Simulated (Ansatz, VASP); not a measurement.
**CaMg4: VASP beside Ansatz**

```
CELL_PARAMETERS angstrom
5.31905 0.00000 0.00000
0.00000 5.31905 0.00000
0.00000 0.00000 5.31905
ATOMIC_POSITIONS crystal
Ca 0.00000 0.00000 0.00000
Mg 0.00000 0.50000 0.50000
Mg 0.50000 0.00000 0.50000
Mg 0.50000 0.50000 0.00000
Mg 0.50000 0.50000 0.50000
```

Alike in both runs: functional PBE; k mesh 4 × 4 × 4; occupations gaussian, width 0.1 eV; no spin polarisation.

Ansatz relaxed the structure, and its values are those at the end. VASP's run is a single point on that final structure, the one shown.

|  | VASP | Ansatz |
| --- | --- | --- |
| version | VASP 6.6.1 | Ansatz 0.2.0 |
| potentials or method | VASP PAW PBE potentials, release 64 (Ca_sv, Mg), cutoff 600 eV | scalar-relativistic, plane waves, PAW |
| valence electrons in the cell | 18 | 50 |

|  | VASP | Ansatz | Ansatz less VASP |
| --- | --- | --- | --- |
| gap on the k mesh at the Fermi level (eV) | none | none | - |
| pressure (GPa) | 0.3 | 0.3 | +0.01 |

A gap of «none» marks a metal or a gap that the smearing closes. VASP's potentials hold 18 valence electrons a cell and Ansatz's 50, so a difference there can come from the potentials and not from the codes.
